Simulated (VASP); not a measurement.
A run of VASP 6.6.1:

INCAR

```
SYSTEM = InP
ALGO = Normal ; EDIFF = 1E-7
ENCUT = 520 ; ISIF = 2
ISMEAR = 0 ; LASPH = .True.
LCHARG = .False. ; LREAL = .False.
LWAVE = .False. ; NBANDS = 16
NELM = 60 ; PREC = Accurate
SIGMA = 0.01
```

Contents of KPOINTS:

```
k-points
0
Gamma
  10 10 10
  0 0 0
```

The input POSCAR:

```
InP
1.0
    0.0000000000      2.9736228502      2.9736228502
    2.9736228502      0.0000000000      2.9736228502
    2.9736228502      2.9736228502      0.0000000000
In P
1 1
Direct
    0.0000000000      0.0000000000      0.0000000000
    0.2500000000      0.2500000000      0.2500000000
```

Potentials or basis: VASP PAW LDA potentials, release 64 (In_d, P).

The run is started by

```sh
$ cat potpaw_LDA.64/In_d/POTCAR potpaw_LDA.64/P/POTCAR > POTCAR
$ mpirun -np 1 vasp_std > vasp.out
```

Hardware: 1 thread of Intel(R) Xeon(R) Platinum 8375C CPU @ 2.90GHz (Ice Lake), with other jobs on the host.

Estimate the wall time of this run.

It took 23 s on 1 thread of Intel(R) Xeon(R) Platinum 8375C CPU @ 2.90GHz (Ice Lake), with other jobs on the host, peak memory 0.17 GiB. Counts: scf iterations 13, k points 47.
